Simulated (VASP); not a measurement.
# GaCo (Pm-3m) in VASP: further runs

Runs on GaCo. Level: LDA. Tasks: single point.

Program: VASP 6.6.1. These are calculated values, not measurements. Logs are shortened: lines on timing, memory, paths and dates and some standing lists are left out, and cuts for length are marked.

### Step 1. The cell of the first run

Symmetry: Pm-3m, No. 221, cubic system. Conventional cell: a = 2.603 Å, b = 2.603 Å, c = 2.603 Å, α = 90.00°, β = 90.00°, γ = 90.00°. Within 3.0 Å of Ga (site symmetry m-3m) lie 8 Co at 2.25 Å and 6 Ga at 2.60 Å. Within 3.0 Å of Co (site symmetry m-3m) lie 8 Ga at 2.25 Å and 6 Co at 2.60 Å.

### Step 2. Single point, LDA, collinear spin, ferromagnetic start (volume scaled by 0.74)

Input file INCAR:

```
SYSTEM = GaCo
PREC = Accurate
ENCUT = 520
EDIFF = 1E-6
ISMEAR = -1
SIGMA = 0.08
LREAL = .FALSE.
LASPH = .TRUE.
NELM = 150
ALGO = Normal
ISIF = 2
LWAVE = .FALSE.
LCHARG = .FALSE.
ISPIN = 2
MAGMOM = 0 2
LORBIT = 11
LMAXMIX = 4
GGA = CA
NBANDS = 22
```

Input file KPOINTS:

```
regular mesh
0
G
  11 11 11
  0 0 0
```

Input file POSCAR:

```
GaCo
1.0
    2.6031630003      0.0000000000      0.0000000000
    0.0000000000      2.6031630003      0.0000000000
    0.0000000000      0.0000000000      2.6031630003
Ga Co
1 1
Direct
    0.5000000000      0.5000000000      0.5000000000
    0.0000000000      0.0000000000      0.0000000000
```

Potentials or basis: VASP PAW LDA potentials, release 64 (Ga_d, Co).

Started as:

```bash
$ cat potpaw_LDA.64/Ga_d/POTCAR potpaw_LDA.64/Co/POTCAR > POTCAR
$ mpirun -np 1 vasp_std > vasp.out
```

OUTCAR:

```text
SYSTEM = GaCo
   PREC = Accurate
   ENCUT = 520
   EDIFF = 1E-6
   ISMEAR = -1
   LREAL = .FALSE.
   LASPH = .TRUE.
   NELM = 150
   ISIF = 2
   ISPIN = 2
   LORBIT = 11
   GGA = CA

 ion  position               nearest neighbor table
   1  0.500  0.500  0.500-   2 2.25   2 2.25   2 2.25   2 2.25   2 2.25   2 2.25   2 2.25   2 2.25

   2  0.000  0.000  0.000-   1 2.25   1 2.25   1 2.25   1 2.25   1 2.25   1 2.25   1 2.25   1 2.25

  LATTYP: Found a simple cubic cell.
 ALAT       =     2.6031630003

  Lattice vectors:

 A1 = (   2.6031630003,   0.0000000000,   0.0000000000)
 A2 = (   0.0000000000,   2.6031630003,   0.0000000000)
 A3 = (   0.0000000000,   0.0000000000,   2.6031630003)

Analysis of symmetry for initial positions (statically):
=====================================================================
 Subroutine PRICEL returns:
 Original cell was already a primitive cell.

 Routine SETGRP: Setting up the symmetry group for a
 simple cubic supercell.

 Subroutine GETGRP returns: Found 48 space group operations
 (whereof 48 operations were pure point group operations)
 out of a pool of 48 trial point group operations.

The static configuration has the point symmetry O_h .

Analysis of symmetry for dynamics (positions and initial velocities):
=====================================================================
 Subroutine PRICEL returns:
 Original cell was already a primitive cell.

 Routine SETGRP: Setting up the symmetry group for a
 simple cubic supercell.

 Subroutine GETGRP returns: Found 48 space group operations
 (whereof 48 operations were pure point group operations)
 out of a pool of 48 trial point group operations.

The dynamic configuration has the point symmetry O_h .

Analysis of structural, dynamic, and magnetic symmetry:
=====================================================================
 Subroutine PRICEL returns:
 Original cell was already a primitive cell.

 Routine SETGRP: Setting up the symmetry group for a
 simple cubic supercell.

 Subroutine GETGRP returns: Found 48 space group operations
 (whereof 48 operations were pure point group operations)
 out of a pool of 48 trial point group operations.

The overall configuration has the point symmetry O_h .

 Subroutine INISYM returns: Found 48 space group operations
 (whereof 48 operations are pure point group operations),
 and found     1 'primitive' translations

----------------------------------------------------------------------------------------

                                     Primitive cell

  volume of cell :      17.6402

  direct lattice vectors                    reciprocal lattice vectors
     2.603163000  0.000000000  0.000000000     0.384148054  0.000000000  0.000000000
     0.000000000  2.603163000  0.000000000     0.000000000  0.384148054  0.000000000
     0.000000000  0.000000000  2.603163000     0.000000000  0.000000000  0.384148054

  length of vectors
     2.603163000  2.603163000  2.603163000     0.384148054  0.384148054  0.384148054

  position of ions in fractional coordinates (direct lattice)
     0.500000000  0.500000000  0.500000000
     0.000000000  0.000000000  0.000000000

  ion indices of the primitive-cell ions
   primitive index   ion index
                 1           1
                 2           2

----------------------------------------------------------------------------------------

 KPOINTS: regular mesh

Automatic generation of k-mesh.
 Grid dimensions read from file:
 generate k-points for:   11   11   11

 Generating k-lattice:

  Cartesian coordinates                     Fractional coordinates (reciprocal lattice)
     0.034922550  0.000000000  0.000000000     0.090909091  0.000000000  0.000000000
     0.000000000  0.034922550  0.000000000     0.000000000  0.090909091  0.000000000
     0.000000000  0.000000000  0.034922550     0.000000000  0.000000000  0.090909091

  Length of vectors
     0.034922550  0.034922550  0.034922550

  Shift w.r.t. Gamma in fractional coordinates (k-lattice)
     0.000000000  0.000000000  0.000000000

 Subroutine IBZKPT returns following result:
 ===========================================

 Found     56 irreducible k-points:

 Following reciprocal coordinates:
            Coordinates               Weight
  0.000000  0.000000  0.000000      1.000000
  0.090909  0.000000  0.000000      6.000000
  0.181818  0.000000  0.000000      6.000000
  0.272727  0.000000  0.000000      6.000000
  0.363636  0.000000  0.000000      6.000000
  0.454545  0.000000  0.000000      6.000000
[... 16 lines left out ...]
  0.181818  0.090909  0.090909     24.000000
  0.272727  0.090909  0.090909     24.000000
 [... further k-points ...]
   k-points           NKPTS =     56   k-points in BZ     NKDIM =     56   number of bands    NBANDS=     22
   number of dos      NEDOS =    301   number of ions     NIONS =      2
   total plane-waves  NPLWV =   8000
   dimension x,y,z NGX =    20 NGY =   20 NGZ =   20
   dimension x,y,z NGXF=    40 NGYF=   40 NGZF=   40
   ions per type =               1   1
   NGX,Y,Z   is equivalent  to a cutoff of  12.77, 12.77, 12.77 a.u.
   NGXF,Y,Z  is equivalent  to a cutoff of  25.55, 25.55, 25.55 a.u.
 SYSTEM =  GaCo
   PREC   = accura    normal or accurate (medium, high low for compatibility)
   ISTART =      0    job   : 0-new  1-cont  2-samecut
   ICHARG =      2    charge: 1-file 2-atom 10-const
   ISPIN  =      2    spin polarized calculation?
   LNONCOLLINEAR =      F non collinear calculations
   LSORBIT =      F    spin-orbit coupling
   LASPH  =      T    aspherical Exc in radial PAW
   ENCUT  =  520.0 eV  38.22 Ry    6.18 a.u.   4.84  4.84  4.84*2*pi/ulx,y,z
   NELM   =    150;   NELMIN=  2; NELMDL= -5     # of ELM steps
   EDIFF  = 0.1E-05   stopping-criterion for ELM
   LREAL  =      F    real-space projection
   EDIFFG = 0.1E-04   stopping-criterion for IOM
   NSW    =      0    number of steps for IOM
   IBRION =     -1    ionic relax: 0-MD 1-quasi-New 2-CG
   NFREE  =      0    steps in history (QN), initial steepest desc. (CG)
   ISIF   =      2    stress and relaxation
   ISYM   =      2    0-nonsym 1-usesym 2-fastsym
   POTIM  = 0.5000    time-step for ionic-motion
   TEBEG  =    0.0;   TEEND  =   0.0 temperature during run
   PSTRESS=    0.0 pullay stress
   NELECT =      22.0000    total number of electrons
   NUPDOWN=      -1.0000    fix difference up-down
   EMIN   =  10.00;   EMAX   =-10.00  energy-range for DOS
   EFERMI =   0.00;   METHOD = LEGACY
   ISMEAR =    -1;   SIGMA  =   0.08  broadening in eV -4-tet -1-fermi 0-gaus
   EFERMI_NEDOS =   21; number of points for ismear=-14 and -15
   IALGO  =     38    algorithm
   IMIX   =      4    mixing-type and parameters
     AMIX     =   0.40;   BMIX     =  1.00
     AMIX_MAG =   1.60;   BMIX_MAG =  1.00
  volume/ion in A,a.u.               =       8.82        59.52
  Fermi-wavevector in a.u.,A,eV,Ry     =   1.762170  3.330018 42.249376  3.105242
  Thomas-Fermi vector in A             =   2.830595
   LORBIT       =     11    0 simple, 1 ext, 2 COOP (PROOUT), +10 PAW based schemes
   GGA     = CA    functional components
   LHFCALC =     F    Hartree Fock is set to
   AEXX    =    0.0000 exact exchange contribution
   IVDW    =     0    specifies the selected vdW correction
   LEPSILON=     F    determine dielectric tensor
   LRPA    =     F    only Hartree local field effects (RPA)
 spin polarized calculation
  energy-cutoff  :      520.00
  volume of cell :       17.64
 maximum number of plane-waves:       484
 NGX is ok and might be reduce to    20
   NGX =  9   NGY =  9   NGZ =  9

 number of electron      21.9999987 magnetization      -0.0043286

 number of electron      21.9999987 magnetization       0.0015935

 Free energy of the ion-electron system (eV)
  ---------------------------------------------------
  ext. energy  EPLUGINS =         0.00000000
  ---------------------------------------------------
  free energy    TOTEN  =       -11.53384544 eV

  energy without entropy =      -11.51549579  energy(sigma->0) =      -11.52467062

 E-fermi :  14.3470     XC(G=0): -15.4102

 val. band max:       14.2890846764   @ k =   0.4545   0.3636   0.2727
 cond. band min:      14.3749713769   @ k =   0.4545   0.3636   0.0909
 fundamental gap:      0.0858867005
 Fermi energy:        14.3470289993

 spin component 1

 k-point     1 :       0.0000    0.0000    0.0000
  band No.  band energies     occupation
      1      -1.8937      1.00000
      2      -1.8937      1.00000
      3      -1.1131      1.00000
      4      -1.1131      1.00000
      5      -1.1131      1.00000
      6      -0.5482      1.00000
[... 14 lines left out ...]
     21      46.2651      0.00000
     22      46.2651      0.00000
[... 552 lines left out ...]
  band No.  band energies     occupation
      1      -1.7336      1.00000
      2      -1.5508      1.00000
      3      -1.2795      1.00000
      4      -1.2484      1.00000
      5      -1.1211      1.00000
      6       1.6279      1.00000
[... 14 lines left out ...]
     21      40.1678      0.00000
     22      42.2547      0.00000

 [... further k-points ...]

 spin component 2

 k-point     1 :       0.0000    0.0000    0.0000
  band No.  band energies     occupation
      1      -1.8938      1.00000
      2      -1.8938      1.00000
      3      -1.1132      1.00000
      4      -1.1132      1.00000
      5      -1.1132      1.00000
      6      -0.5481      1.00000
[... 14 lines left out ...]
     21      46.2655      0.00000
     22      46.2655      0.00000
[... 552 lines left out ...]
  band No.  band energies     occupation
      1      -1.7338      1.00000
      2      -1.5509      1.00000
      3      -1.2797      1.00000
      4      -1.2485      1.00000
      5      -1.1213      1.00000
      6       1.6280      1.00000
[... 14 lines left out ...]
     21      40.1681      0.00000
     22      42.2549      0.00000

 [... further k-points ...]
[... 5 lines left out ...]
  --------------------------------------------------------------------------------------
  -------------------------------------------------------------------------------------
  Total        9.6248356      9.6248356      9.6248356     -0.0000000      0.0000000      0.0000000
  in kB      874.1778826    874.1778826    874.1778826     -0.0000000      0.0000000      0.0000000
  external PRESSURE =     874.1778826 kB  Pullay stress =       0.0000000 kB

 VOLUME and BASIS-vectors are now :
 -----------------------------------------------------------------------------
  energy-cutoff  :      520.00
  volume of cell :       17.64
      direct lattice vectors                 reciprocal lattice vectors
     2.603163000  0.000000000  0.000000000     0.384148054  0.000000000  0.000000000
     0.000000000  2.603163000  0.000000000     0.000000000  0.384148054  0.000000000
     0.000000000  0.000000000  2.603163000     0.000000000  0.000000000  0.384148054

 POSITION                                       TOTAL-FORCE (eV/Angst)
 -----------------------------------------------------------------------------------
      1.30158      1.30158      1.30158         0.000000      0.000000      0.000000
      0.00000      0.00000      0.00000         0.000000      0.000000      0.000000
 -----------------------------------------------------------------------------------
    total drift:                               -0.000000      0.000000     -0.000000

  FREE ENERGIE OF THE ION-ELECTRON SYSTEM (eV)
  ---------------------------------------------------
  free  energy   TOTEN  =       -11.5338454370 eV

  energy  without entropy=      -11.5154957938  energy(sigma->0) =      -11.52467062

 total charge

# of ion       s       p       d       tot
------------------------------------------
    1        0.933   1.266  10.220  12.419
    2        0.515   0.753   7.849   9.117
--------------------------------------------------
tot          1.448   2.019  18.069  21.535

 magnetization (x)

# of ion       s       p       d       tot
------------------------------------------
    1       -0.000  -0.000  -0.000  -0.000
    2        0.000  -0.000   0.001   0.001
--------------------------------------------------
tot         -0.000  -0.000   0.001   0.001
```

Wall time 22 s (1 thread of Intel Xeon Platinum 8488C (Sapphire Rapids), shared host); peak memory 0.14 GiB.

What came out:

- Free energy: -11.5338 eV
- Pressure: 87.4 GPa
- Band gap on the k mesh: zero (filled and empty bands overlap)
- Net moment: 0.00 μB per cell
- Valence electrons inside the program's atomic spheres: Ga 12.42; Co 9.12

Caveat: the starting moments collapsed, and a magnetic state may lie lower.

### Step 3. Single point, LDA, collinear spin, ferromagnetic start (volume scaled by 0.8)

Input file INCAR:

```
SYSTEM = GaCo
PREC     = Accurate       ! precision mode
ENCUT    = 520            ! plane-wave cutoff, eV
EDIFF    = 1E-6           ! SCF threshold, eV
ISMEAR   = -1             ! smearing method
SIGMA    = 0.08           ! smearing width, eV
LREAL    = .False.        ! projectors in reciprocal space
LASPH    = .True.         ! aspherical terms in the spheres
NELM     = 150            ! most SCF steps
ALGO     = Normal         ! electronic algorithm
ISIF     = 2              ! what is computed and relaxed
LWAVE    = .False.        ! write WAVECAR
LCHARG   = .False.        ! write CHGCAR
ISPIN    = 2              ! spin polarisation
MAGMOM   = 0 2            ! initial moments
LORBIT   = 11             ! projections on sites
LMAXMIX  = 4              ! l up to which the mixer works
NBANDS   = 22             ! bands
```

Input file KPOINTS:

```
regular mesh
0
Gamma
  11 11 11
  0 0 0
```

Input file POSCAR:

```
GaCo
1.0
    2.6716985326      0.0000000000      0.0000000000
    0.0000000000      2.6716985326      0.0000000000
    0.0000000000      0.0000000000      2.6716985326
Ga Co
1 1
Direct
    0.5000000000      0.5000000000      0.5000000000
    0.0000000000      0.0000000000      0.0000000000
```

Potentials or basis: VASP PAW LDA potentials, release 64 (Ga_d, Co).

Started as:

```bash
$ cat potpaw_LDA.64/Ga_d/POTCAR potpaw_LDA.64/Co/POTCAR > POTCAR
$ mpirun -np 1 vasp_std > vasp.out
```

Wall time 24 s (1 thread of Intel Xeon Platinum 8488C (Sapphire Rapids), shared host); peak memory 0.15 GiB.

Results (log left out):

* Free energy: -12.1292 eV
* Pressure: 48.5 GPa
* Band gap on the k mesh: zero (filled and empty bands overlap)
* Net moment: 0.00 μB per cell
* Valence electrons inside the program's atomic spheres: Ga 12.22; Co 8.88

Levels at points of the mesh, in eV from the Fermi level:
Spin up:
```csv
k point,band 9,band 10,band 11,band 12,band 13,band 14
"(0.00, 0.00, 0.00)",-0.97,-0.97,-0.97,6.01,6.01,6.01
```
Spin down:
| k point | band 7 | band 8 | band 9 | band 10 | band 11 | band 12 | band 13 | band 14 | band 15 | band 16 |
| --- | --- | --- | --- | --- | --- | --- | --- | --- | --- | --- |
| (0.00, 0.00, 0.00) | -3.51 | -3.51 | -0.97 | -0.97 | -0.97 | 6.01 | 6.01 | 6.01 | 12.81 | 12.81 |

Caveat: the starting moments collapsed, and a magnetic state may lie lower.

### Step 4. Single point, LDA, collinear spin, ferromagnetic start (volume scaled by 0.8)

Input file INCAR:

```
SYSTEM = GaCo
  PREC = Accurate
  ENCUT = 520
  EDIFF = 1E-6
  ISMEAR = -1
  SIGMA = 0.08
  LREAL = .False.
  LASPH = .True.
  NELM = 150
  ALGO = Normal
  ISIF = 2
  LWAVE = .False.
  LCHARG = .False.
  ISPIN = 2
  MAGMOM = 0 2
  LORBIT = 11
  LMAXMIX = 4
  GGA = CA
  NBANDS = 22
```

Input file KPOINTS:

```
Automatic mesh
0
Gamma
  11 11 11
  0 0 0
```

POSCAR is that of step 3.

Potentials or basis: VASP PAW LDA potentials, release 64 (Ga_d, Co).

Started as:

```bash
$ cat potpaw_LDA.64/Ga_d/POTCAR potpaw_LDA.64/Co/POTCAR > POTCAR
$ mpirun -np 1 vasp_std > vasp.out
```

OUTCAR:

```text
SYSTEM = GaCo
   PREC = Accurate
   ENCUT = 520
   EDIFF = 1E-6
   ISMEAR = -1
   LREAL = .False.
   LASPH = .True.
   NELM = 150
   ISIF = 2
   ISPIN = 2
   LORBIT = 11
   GGA = CA

 ion  position               nearest neighbor table
   1  0.500  0.500  0.500-   2 2.31   2 2.31   2 2.31   2 2.31   2 2.31   2 2.31   2 2.31   2 2.31

   2  0.000  0.000  0.000-   1 2.31   1 2.31   1 2.31   1 2.31   1 2.31   1 2.31   1 2.31   1 2.31

  LATTYP: Found a simple cubic cell.
 ALAT       =     2.6716985326

  Lattice vectors:

 A1 = (   2.6716985326,   0.0000000000,   0.0000000000)
[... 1417 lines left out ...]

 VOLUME and BASIS-vectors are now :
 -----------------------------------------------------------------------------
  energy-cutoff  :      520.00
  volume of cell :       19.07
      direct lattice vectors                 reciprocal lattice vectors
     2.671698533  0.000000000  0.000000000     0.374293727  0.000000000  0.000000000
     0.000000000  2.671698533  0.000000000     0.000000000  0.374293727  0.000000000
     0.000000000  0.000000000  2.671698533     0.000000000  0.000000000  0.374293727

 POSITION                                       TOTAL-FORCE (eV/Angst)
 -----------------------------------------------------------------------------------
      1.33585      1.33585      1.33585         0.000000      0.000000      0.000000
      0.00000      0.00000      0.00000         0.000000      0.000000      0.000000
 -----------------------------------------------------------------------------------
    total drift:                               -0.000000      0.000000     -0.000000

  FREE ENERGIE OF THE ION-ELECTRON SYSTEM (eV)
  ---------------------------------------------------
  free  energy   TOTEN  =       -12.1292083208 eV

  energy  without entropy=      -12.1090229283  energy(sigma->0) =      -12.11911562

 total charge

# of ion       s       p       d       tot
------------------------------------------
    1        0.905   1.154  10.163  12.222
    2        0.477   0.660   7.745   8.881
--------------------------------------------------
tot          1.382   1.813  17.908  21.103

 magnetization (x)

# of ion       s       p       d       tot
------------------------------------------
    1       -0.000  -0.000  -0.000  -0.000
    2       -0.000  -0.000   0.001   0.000
--------------------------------------------------
tot         -0.000  -0.000   0.000   0.000
```

OSZICAR:

```text
N       E                     dE             d eps       ncg     rms          rms(c)
DAV:   1     0.113525647875E+03    0.11353E+03   -0.94498E+03  5878   0.189E+03
DAV:   2    -0.354720059994E+01   -0.11707E+03   -0.10967E+03  5042   0.324E+02
DAV:   3    -0.125235064441E+02   -0.89763E+01   -0.88493E+01  5678   0.777E+01
DAV:   4    -0.126637168844E+02   -0.14021E+00   -0.14012E+00  5674   0.969E+00
DAV:   5    -0.126686990945E+02   -0.49822E-02   -0.49819E-02  6916   0.166E+00    0.140E+01
DAV:   6    -0.130499912205E+02   -0.38129E+00   -0.92266E+00  6032   0.373E+01    0.705E+00
DAV:   7    -0.122083593292E+02    0.84163E+00   -0.37150E+00  5970   0.291E+01    0.355E+00
DAV:   8    -0.121370327691E+02    0.71327E-01   -0.16211E-01  7040   0.403E+00    0.101E+00
DAV:   9    -0.121302019204E+02    0.68308E-02   -0.54350E-03  7324   0.676E-01    0.416E-01
DAV:  10    -0.121291722401E+02    0.10297E-02   -0.43688E-04  7104   0.280E-01    0.889E-02
DAV:  11    -0.121292028695E+02   -0.30629E-04   -0.40164E-05  6966   0.830E-02    0.553E-02
DAV:  12    -0.121292092102E+02   -0.63407E-05   -0.52981E-05  6250   0.657E-02    0.289E-02
DAV:  13    -0.121292083208E+02    0.88939E-06   -0.68306E-06  5166   0.256E-02
   1 F= -.12129208E+02 E0= -.12119116E+02  d E =-.201854E-01  mag=     0.0010
```

Run time: 28 s. Hardware: 1 thread of Intel Xeon Platinum 8488C (Sapphire Rapids), shared host; peak memory 0.15 GiB.

What came out:

| Property | Result |
| --- | --- |
| Free energy | -12.1292 eV |
| Pressure | 48.5 GPa |
| Band gap on the k mesh | zero (filled and empty bands overlap) |
| Net moment | 0.00 μB per cell |
| Valence electrons inside the program's atomic spheres | Ga 12.22; Co 8.88 |

Levels at points of the mesh, in eV from the Fermi level:
Spin up:
```tsv
k point	band 8	band 9	band 10	band 11	band 12	band 13	band 14	band 15
(0.00, 0.00, 0.00)	-3.51	-0.97	-0.97	-0.97	6.01	6.01	6.01	12.81
```
Spin down:
```tsv
k point	band 8	band 9	band 10	band 11	band 12	band 13	band 14	band 15
(0.00, 0.00, 0.00)	-3.51	-0.97	-0.97	-0.97	6.01	6.01	6.01	12.81
```

Caveat: the starting moments collapsed, and a magnetic state may lie lower.
